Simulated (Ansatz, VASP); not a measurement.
**Two plane-wave programs on Si2W**

The input INCAR:

```
PREC = Accurate ; ENCUT = 520
EDIFF = 1E-6 ; ISMEAR = 0
SIGMA = 0.1 ; LREAL = F
LASPH = T ; NELM = 100
ALGO = Normal ; ISIF = 2
LWAVE = F ; LCHARG = T
GGA = CA ; LELF = T
LVHAR = T ; NBANDS = 18
```

The input KPOINTS:

```
Automatic mesh
0
Gamma
  18 18 18
```

Contents of POSCAR:

```
Si2W
1.0
   -1.5570491200      1.5570491200      3.9381088000
    1.5570491200     -1.5570491200      3.9381088000
    1.5570491200      1.5570491200     -3.9381088000
Si W
2 1
Direct
    0.3563136714      0.3563136714      0.0000000000
    0.6436863286      0.6436863286      0.0000000000
    0.0000000000      0.0000000000      0.0000000000
```

Input for Ansatz:

```yaml
crystal:
  lattice:
    - [-1.55704912, 1.55704912, 3.9381088]
    - [1.55704912, -1.55704912, 3.9381088]
    - [1.55704912, 1.55704912, -3.9381088]
  atoms:
    - { symbol: Si, position: [0.3563136714, 0.3563136714, 0.0] }
    - { symbol: Si, position: [0.6436863286, 0.6436863286, 0.0] }
    - { symbol: W, position: [0.0, 0.0, 0.0] }
basis:
  ecutwfc: 420
kpoints:
  mp_grid: { grid: [18, 18, 18] }
hamiltonian:
  xc: lda
scf:
  occupations: { method: gaussian, width: 0.1 }
output:
  forces: true
  stress: true
  eigenvalues: true
```

Alike in both runs: task single point; functional LDA; k mesh 18 × 18 × 18; occupations gaussian, width 0.1 eV; no spin polarisation.

```csv
,VASP,Ansatz
version,VASP 6.6.1,Ansatz 0.2.0
potentials or method,"VASP PAW LDA potentials, release 64 (Si, W_sv), cutoff 520 eV","scalar-relativistic, plane waves, PAW"
valence electrons in the cell,22,22
```

```csv
,VASP,Ansatz,Ansatz less VASP
gap on the k mesh at the Fermi level (eV),none,none,-
pressure (GPa),20.5,19.5,-0.97
"traceless stress, the component that is largest in VASP (GPa)",-2.56,-2.27,+0.294
rms of the force components (eV/Å),2.143,2.129,-0.0135
```

LDA's correlation is that of Perdew and Zunger in VASP and of Perdew and Wang (1992) in Ansatz. Atom by atom the forces differ by 0.013 eV/Å (rms over components). A gap of «none» marks a metal or a gap that the smearing closes.

Spin-orbit coupling is off throughout.
